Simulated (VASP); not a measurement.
Input of a VASP 6.6.1 run:

File INCAR:

```
SYSTEM = AlN
  PREC = Accurate
  ENCUT = 600
  EDIFF = 1E-8
  ISMEAR = 0
  SIGMA = 0.01
  LREAL = .FALSE.
  LASPH = .TRUE.
  NELM = 60
  ALGO = Normal
  ISIF = 3
  LWAVE = .FALSE.
  LCHARG = .FALSE.
  IBRION = 6
  NFREE = 2
  POTIM = 0.015
  NSW = 1
```

File KPOINTS:

```
Automatic mesh
0
G
  10 10 10
  0 0 0
```

POSCAR

```
AlN
1.0
    0.0000000000      2.1455757932      2.1455757932
    2.1455757932      0.0000000000      2.1455757932
    2.1455757932      2.1455757932      0.0000000000
Al N
1 1
Direct
    0.0000000000      0.0000000000      0.0000000000
    0.7500000000      0.7500000000      0.7500000000
```

Potentials or basis: VASP PAW LDA potentials, release 64 (Al, N).

Command:

```sh
$ cat potpaw_LDA.64/Al/POTCAR potpaw_LDA.64/N/POTCAR > POTCAR
$ mpirun -np 1 vasp_std > vasp.out
```

(1) Estimate the elastic constants C11, C12, C44.

(2) What does it give for the Voigt bulk modulus?

(3) What does it give for the highest phonon frequency at Γ, LO-TO splitting left out?

Results:

(1) 321, 193, 194 GPa.

(2) 235 GPa.

(3) 705 cm⁻¹.

Caveat: the cell is under stress, which shifts elastic constants.
